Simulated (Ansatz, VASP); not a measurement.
# In in VASP and in Ansatz

INCAR

```
PREC = Accurate
ENCUT = 520
EDIFF = 1E-6
ISMEAR = -1
SIGMA = 0.08
LREAL = F
LASPH = T
NELM = 60
ALGO = Normal
ISIF = 2
LWAVE = F
LCHARG = F
GGA = PS
NBANDS = 20
```

KPOINTS

```
regular mesh
0
Gamma
  10 10 10
```

The input POSCAR:

```
In
1.0
    0.0000000000      2.8869885695      2.8869885695
    2.8869885695      0.0000000000      2.8869885695
    2.8869885695      2.8869885695      0.0000000000
In
2
Direct
   -0.1250000000     -0.1250000000     -0.1250000000
    0.1250000000      0.1250000000      0.1250000000
```

Input for Ansatz:

```yaml
crystal:
  lattice:
    - [0.0, 2.8869885695, 2.8869885695]
    - [2.8869885695, 0.0, 2.8869885695]
    - [2.8869885695, 2.8869885695, 0.0]
  atoms:
    - { symbol: In, position: [-0.125, -0.125, -0.125] }
    - { symbol: In, position: [0.125, 0.125, 0.125] }
kpoints:
  mp_grid: { grid: [10, 10, 10] }
scf:
  occupations: { method: fermi_dirac, width: 0.08 }
hamiltonian:
  xc: pbesol
  pseudopotentials: { kind: all_electron, lapw: { basis_error: 0.001 } }
output:
  forces: true
  stress: true
  eigenvalues: true
  populations: true
```

Change from the starting cell: volume scaled by 0.68, LAPW.

Alike in both runs: task single point; functional PBEsol; k mesh 10 × 10 × 10; occupations fermi-dirac, width 0.08 eV; no spin polarisation.

|  | VASP | Ansatz |
| --- | --- | --- |
| version | VASP 6.6.1 | Ansatz 0.2.0 |
| potentials or method | VASP PAW PBE potentials, release 64 (In_d), cutoff 520 eV | all-electron LAPW, scalar-relativistic |

VASP gave:

* pressure (GPa): 28.8

Question: Estimate Ansatz's values.

Answer: Pressure (GPa): 28.7.

VASP's potentials were made for PBE, not for PBEsol. Both programs put the cell under a high pressure, so it lies far from rest at this level. Ansatz ran all-electron here, and VASP with PAW potentials.
